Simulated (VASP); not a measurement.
# CaOsO3 in VASP: further runs

Runs on CaOsO3. Level: LDA. Tasks: single point.

All numbers are computed with VASP 6.6.1; they aren't measurements. Logs are shortened: lines on timing, memory, paths and dates and some standing lists are left out, and cuts for length are marked.

### Step 1. The cell of the first run

Symmetry: Pm-3m, No. 221, cubic system. The conventional cell has a = 3.952 Å, b = 3.952 Å, c = 3.952 Å, α = 90.00°, β = 90.00°, γ = 90.00°. Within 3.7 Å of Ca (site symmetry m-3m) lie 12 O at 2.79 Å and 8 Os at 3.42 Å. Within 2.6 Å of Os (site symmetry m-3m) lie 6 O at 1.98 Å. Within 2.6 Å of O (site symmetry 4/mmm) lie 2 Os at 1.98 Å.

### Step 2. Single point, LDA

Contents of INCAR:

```
SYSTEM = CaOsO3
ALGO = Normal ; EDIFF = 1E-7
ENCUT = 520 ; GGA = CA
ISIF = 2 ; ISMEAR = -1
LASPH = .TRUE. ; LCHARG = .FALSE.
LREAL = .FALSE. ; LWAVE = .FALSE.
NBANDS = 26 ; NELM = 60
PREC = Accurate ; SIGMA = 0.15
```

Contents of KPOINTS:

```
k-points
0
G
  9 9 9
  0 0 0
```

Contents of POSCAR:

```
CaOsO3
1.0
    3.9521600000      0.0000000000      0.0000000000
    0.0000000000      3.9521600000      0.0000000000
    0.0000000000      0.0000000000      3.9521600000
Ca Os O
1 1 3
Direct
    0.0000000000      0.0000000000      0.0000000000
    0.5000000000      0.5000000000      0.5000000000
    0.5000000000      0.5000000000      0.0000000000
    0.5000000000      0.0000000000      0.5000000000
    0.0000000000      0.5000000000      0.5000000000
```

Potentials or basis: VASP PAW LDA potentials, release 64 (Ca_sv, Os, O).

Started as:

```sh
$ cat potpaw_LDA.64/Ca_sv/POTCAR potpaw_LDA.64/Os/POTCAR potpaw_LDA.64/O/POTCAR > POTCAR
$ mpirun -np 1 vasp_std > vasp.out
```

OUTCAR:

```text
SYSTEM = CaOsO3
   EDIFF = 1E-7
   ENCUT = 520
   GGA = CA
   ISIF = 2
   ISMEAR = -1
   LASPH = .TRUE.
   LREAL = .FALSE.
   NELM = 60
   PREC = Accurate

 ion  position               nearest neighbor table
   1  0.000  0.000  0.000-
   2  0.500  0.500  0.500-   3 1.98   4 1.98   5 1.98   3 1.98   4 1.98   5 1.98
   3  0.500  0.500  0.000-   2 1.98   2 1.98
   4  0.500  0.000  0.500-   2 1.98   2 1.98
   5  0.000  0.500  0.500-   2 1.98   2 1.98

  LATTYP: Found a simple cubic cell.
 ALAT       =     3.9521600000

  Lattice vectors:

 A1 = (   3.9521600000,   0.0000000000,   0.0000000000)
 A2 = (   0.0000000000,   3.9521600000,   0.0000000000)
 A3 = (   0.0000000000,   0.0000000000,   3.9521600000)

Analysis of symmetry for initial positions (statically):
=====================================================================
 Subroutine PRICEL returns:
 Original cell was already a primitive cell.

 Routine SETGRP: Setting up the symmetry group for a
 simple cubic supercell.

 Subroutine GETGRP returns: Found 48 space group operations
 (whereof 48 operations were pure point group operations)
 out of a pool of 48 trial point group operations.

The static configuration has the point symmetry O_h .

Analysis of symmetry for dynamics (positions and initial velocities):
=====================================================================
 Subroutine PRICEL returns:
 Original cell was already a primitive cell.

 Routine SETGRP: Setting up the symmetry group for a
 simple cubic supercell.

 Subroutine GETGRP returns: Found 48 space group operations
 (whereof 48 operations were pure point group operations)
 out of a pool of 48 trial point group operations.

The dynamic configuration has the point symmetry O_h .

 Subroutine INISYM returns: Found 48 space group operations
 (whereof 48 operations are pure point group operations),
 and found     1 'primitive' translations

----------------------------------------------------------------------------------------

                                     Primitive cell

  volume of cell :      61.7310

  direct lattice vectors                    reciprocal lattice vectors
     3.952160000  0.000000000  0.000000000     0.253026193  0.000000000  0.000000000
     0.000000000  3.952160000  0.000000000     0.000000000  0.253026193  0.000000000
     0.000000000  0.000000000  3.952160000     0.000000000  0.000000000  0.253026193

  length of vectors
     3.952160000  3.952160000  3.952160000     0.253026193  0.253026193  0.253026193

  position of ions in fractional coordinates (direct lattice)
     0.000000000  0.000000000  0.000000000
     0.500000000  0.500000000  0.500000000
     0.500000000  0.500000000  0.000000000
     0.500000000  0.000000000  0.500000000
     0.000000000  0.500000000  0.500000000

  ion indices of the primitive-cell ions
   primitive index   ion index
                 1           1
                 2           2
                 3           3
                 4           4
                 5           5

----------------------------------------------------------------------------------------

 KPOINTS: k-points

Automatic generation of k-mesh.
 Grid dimensions read from file:
 generate k-points for:    9    9    9

 Generating k-lattice:

  Cartesian coordinates                     Fractional coordinates (reciprocal lattice)
     0.028114021  0.000000000  0.000000000     0.111111111  0.000000000  0.000000000
     0.000000000  0.028114021  0.000000000     0.000000000  0.111111111  0.000000000
     0.000000000  0.000000000  0.028114021     0.000000000  0.000000000  0.111111111

  Length of vectors
     0.028114021  0.028114021  0.028114021

  Shift w.r.t. Gamma in fractional coordinates (k-lattice)
     0.000000000  0.000000000  0.000000000

 Subroutine IBZKPT returns following result:
 ===========================================

 Found     35 irreducible k-points:

 Following reciprocal coordinates:
            Coordinates               Weight
  0.000000  0.000000  0.000000      1.000000
  0.111111  0.000000  0.000000      6.000000
  0.222222  0.000000  0.000000      6.000000
  0.333333  0.000000  0.000000      6.000000
  0.444444  0.000000  0.000000      6.000000
  0.111111  0.111111  0.000000     12.000000
[... 16 lines left out ...]
  0.333333  0.333333  0.111111     24.000000
  0.444444  0.333333  0.111111     48.000000
 [... further k-points ...]
   k-points           NKPTS =     35   k-points in BZ     NKDIM =     35   number of bands    NBANDS=     26
   number of dos      NEDOS =    301   number of ions     NIONS =      5
   total plane-waves  NPLWV =  27000
   dimension x,y,z NGX =    30 NGY =   30 NGZ =   30
   dimension x,y,z NGXF=    60 NGYF=   60 NGZF=   60
   ions per type =               1   1   3
   NGX,Y,Z   is equivalent  to a cutoff of  12.62, 12.62, 12.62 a.u.
   NGXF,Y,Z  is equivalent  to a cutoff of  25.24, 25.24, 25.24 a.u.
 SYSTEM =  CaOsO3
   PREC   = accura    normal or accurate (medium, high low for compatibility)
   ISTART =      0    job   : 0-new  1-cont  2-samecut
   ICHARG =      2    charge: 1-file 2-atom 10-const
   ISPIN  =      1    spin polarized calculation?
   LNONCOLLINEAR =      F non collinear calculations
   LSORBIT =      F    spin-orbit coupling
   LASPH  =      T    aspherical Exc in radial PAW
   ENCUT  =  520.0 eV  38.22 Ry    6.18 a.u.   7.35  7.35  7.35*2*pi/ulx,y,z
   NELM   =     60;   NELMIN=  2; NELMDL= -5     # of ELM steps
   EDIFF  = 0.1E-06   stopping-criterion for ELM
   LREAL  =      F    real-space projection
   EDIFFG = 0.1E-05   stopping-criterion for IOM
   NSW    =      0    number of steps for IOM
   IBRION =     -1    ionic relax: 0-MD 1-quasi-New 2-CG
   NFREE  =      0    steps in history (QN), initial steepest desc. (CG)
   ISIF   =      2    stress and relaxation
   ISYM   =      2    0-nonsym 1-usesym 2-fastsym
   POTIM  = 0.5000    time-step for ionic-motion
   TEBEG  =    0.0;   TEEND  =   0.0 temperature during run
   PSTRESS=    0.0 pullay stress
   NELECT =      36.0000    total number of electrons
   NUPDOWN=      -1.0000    fix difference up-down
   EMIN   =  10.00;   EMAX   =-10.00  energy-range for DOS
   EFERMI =   0.00;   METHOD = LEGACY
   ISMEAR =    -1;   SIGMA  =   0.15  broadening in eV -4-tet -1-fermi 0-gaus
   EFERMI_NEDOS =   21; number of points for ismear=-14 and -15
   IALGO  =     38    algorithm
   IMIX   =      4    mixing-type and parameters
     AMIX     =   0.40;   BMIX     =  1.00
     AMIX_MAG =   1.60;   BMIX_MAG =  1.00
  volume/ion in A,a.u.               =      12.35        83.32
  Fermi-wavevector in a.u.,A,eV,Ry     =   1.367753  2.584679 25.453091  1.870749
  Thomas-Fermi vector in A             =   2.493778
   LORBIT       =      0    0 simple, 1 ext, 2 COOP (PROOUT), +10 PAW based schemes
   GGA     = CA    functional components
   LHFCALC =     F    Hartree Fock is set to
   AEXX    =    0.0000 exact exchange contribution
   IVDW    =     0    specifies the selected vdW correction
   LEPSILON=     F    determine dielectric tensor
   LRPA    =     F    only Hartree local field effects (RPA)
 non-spin polarized calculation
  energy-cutoff  :      520.00
  volume of cell :       61.73
 maximum number of plane-waves:      1683
 NGX is ok and might be reduce to    30
   NGX = 15   NGY = 15   NGZ = 15

 number of electron      35.9999985 magnetization

 Free energy of the ion-electron system (eV)
  ---------------------------------------------------
  ext. energy  EPLUGINS =         0.00000000
  ---------------------------------------------------
  free energy    TOTEN  =       -40.35250337 eV

  energy without entropy =      -40.10085803  energy(sigma->0) =      -40.22668070

 E-fermi :   5.7621     XC(G=0): -11.6542

 val. band max:        5.7566212810   @ k =   0.4444   0.2222   0.1111
 cond. band min:       5.7758051894   @ k =   0.4444   0.1111   0.1111
 fundamental gap:      0.0191839084
 Fermi energy:         5.7621325350

 k-point     1 :       0.0000    0.0000    0.0000
  band No.  band energies     occupation
      1     -35.5903      2.00000
      2     -16.8425      2.00000
      3     -16.8425      2.00000
      4     -16.8425      2.00000
      5     -14.7026      2.00000
      6     -13.6199      2.00000
[... 18 lines left out ...]
     25       9.5601      0.00000
     26       9.5601      0.00000

 k-point     2 :       0.1111    0.0000    0.0000
  band No.  band energies     occupation
      1     -35.5897      2.00000
      2     -16.8724      2.00000
      3     -16.8414      2.00000
      4     -16.8414      2.00000
      5     -14.6268      2.00000
      6     -13.6167      2.00000
[... 18 lines left out ...]
     25       9.5219      0.00000
     26       9.6316      0.00000

 k-point     3 :       0.2222    0.0000    0.0000
  band No.  band energies     occupation
      1     -35.5881      2.00000
      2     -16.9441      2.00000
      3     -16.8385      2.00000
      4     -16.8385      2.00000
      5     -14.4375      2.00000
      6     -13.6074      2.00000
[... 18 lines left out ...]
     25       9.4229      0.00000
     26       9.8082      0.00000

 k-point     4 :       0.3333    0.0000    0.0000
  band No.  band energies     occupation
      1     -35.5862      2.00000
      2     -17.0198      2.00000
      3     -16.8353      2.00000
      4     -16.8353      2.00000
      5     -14.2298      2.00000
      6     -13.5966      2.00000
[... 18 lines left out ...]
     25       9.9779      0.00000
     26       9.9973      0.00000

 k-point     5 :       0.4444    0.0000    0.0000
  band No.  band energies     occupation
      1     -35.5850      2.00000
      2     -17.0664      2.00000
      3     -16.8331      2.00000
      4     -16.8331      2.00000
      5     -14.1019      2.00000
      6     -13.5895      2.00000
[... 18 lines left out ...]
     25      10.1091      0.00000
     26      10.1091      0.00000

 k-point     6 :       0.1111    0.1111    0.0000
  band No.  band energies     occupation
      1     -35.5891      2.00000
      2     -16.8811      2.00000
      3     -16.8577      2.00000
      4     -16.8402      2.00000
      5     -14.5545      2.00000
      6     -13.5931      2.00000
[... 427 lines left out ...]
 k-point    21 :       0.3333    0.2222    0.1111
  band No.  band energies     occupation
      1     -35.5836      2.00000
      2     -16.9799      2.00000
      3     -16.8929      2.00000
      4     -16.8443      2.00000
      5     -13.9990      2.00000
      6     -13.4436      2.00000
[... 18 lines left out ...]
     25       9.8992      0.00000
     26      10.0103      0.00000

 k-point    22 :       0.4444    0.2222    0.1111
  band No.  band energies     occupation
      1     -35.5825      2.00000
      2     -17.0122      2.00000
      3     -16.8861      2.00000
      4     -16.8407      2.00000
      5     -13.9158      2.00000
      6     -13.4281      2.00000
[... 18 lines left out ...]
     25       9.9323      0.00000
     26      10.3740      0.00000

 k-point    23 :       0.3333    0.3333    0.1111
  band No.  band energies     occupation
      1     -35.5819      2.00000
      2     -16.9640      2.00000
      3     -16.9292      2.00000
      4     -16.8391      2.00000
      5     -13.9089      2.00000
      6     -13.2860      2.00000
[... 18 lines left out ...]
     25      10.0292      0.00000
     26      10.9208      0.00000

 k-point    24 :       0.4444    0.3333    0.1111
  band No.  band energies     occupation
      1     -35.5809      2.00000
      2     -16.9786      2.00000
      3     -16.9276      2.00000
      4     -16.8356      2.00000
      5     -13.8757      2.00000
      6     -13.2138      2.00000
[... 18 lines left out ...]
     25      10.0907      0.00000
     26      11.4957      0.00000

 [... further k-points ...]

------------------------ aborting loop because EDIFF is reached ----------------------------------------

  FORCE on cell =-STRESS in cart. coord.  units (eV):
  Direction    XX          YY          ZZ          XY          YZ          ZX
  --------------------------------------------------------------------------------------
  -------------------------------------------------------------------------------------
  Total       -4.5698037     -4.5698037     -4.5698037      0.0000000     -0.0000000      0.0000000
  in kB     -118.6054307   -118.6054307   -118.6054307      0.0000000     -0.0000000      0.0000000
  external PRESSURE =    -118.6054307 kB  Pullay stress =       0.0000000 kB

 VOLUME and BASIS-vectors are now :
 -----------------------------------------------------------------------------
  energy-cutoff  :      520.00
  volume of cell :       61.73
      direct lattice vectors                 reciprocal lattice vectors
     3.952160000  0.000000000  0.000000000     0.253026193  0.000000000  0.000000000
     0.000000000  3.952160000  0.000000000     0.000000000  0.253026193  0.000000000
     0.000000000  0.000000000  3.952160000     0.000000000  0.000000000  0.253026193

 POSITION                                       TOTAL-FORCE (eV/Angst)
 -----------------------------------------------------------------------------------
      0.00000      0.00000      0.00000         0.000000      0.000000      0.000000
      1.97608      1.97608      1.97608         0.000000      0.000000      0.000000
      1.97608      1.97608      0.00000         0.000000      0.000000      0.000000
      1.97608      0.00000      1.97608         0.000000      0.000000      0.000000
      0.00000      1.97608      1.97608         0.000000      0.000000      0.000000
 -----------------------------------------------------------------------------------
    total drift:                                0.000000      0.000000     -0.000000

  FREE ENERGIE OF THE ION-ELECTRON SYSTEM (eV)
  ---------------------------------------------------
  free  energy   TOTEN  =       -40.3525033726 eV

  energy  without entropy=      -40.1008580314  energy(sigma->0) =      -40.22668070
```

It took 42 s on 1 thread of AMD EPYC 9755, shared host; peak memory 0.15 GiB.

What came out:

```yaml
Free_energy: -40.3525 eV
Pressure: -11.9 GPa
Band_gap_on_the_k_mesh: zero (bands 18 and 19 overlap by 3.85 eV)
```

Levels at points of the mesh, in eV from the Fermi level:
| k point | band 16 | band 17 | band 18 | band 19 | band 20 | band 21 | band 22 | band 23 |
| --- | --- | --- | --- | --- | --- | --- | --- | --- |
| (0.00, 0.00, 0.00) | -3.62 | -3.02 | -3.02 | -3.02 | 0.44 | 0.44 | 1.85 | 2.02 |

Caveat: the cell stands under tension; spin-orbit coupling is left out, which moves the levels of the heavy elements.

(Continued in part 2 of 2.)
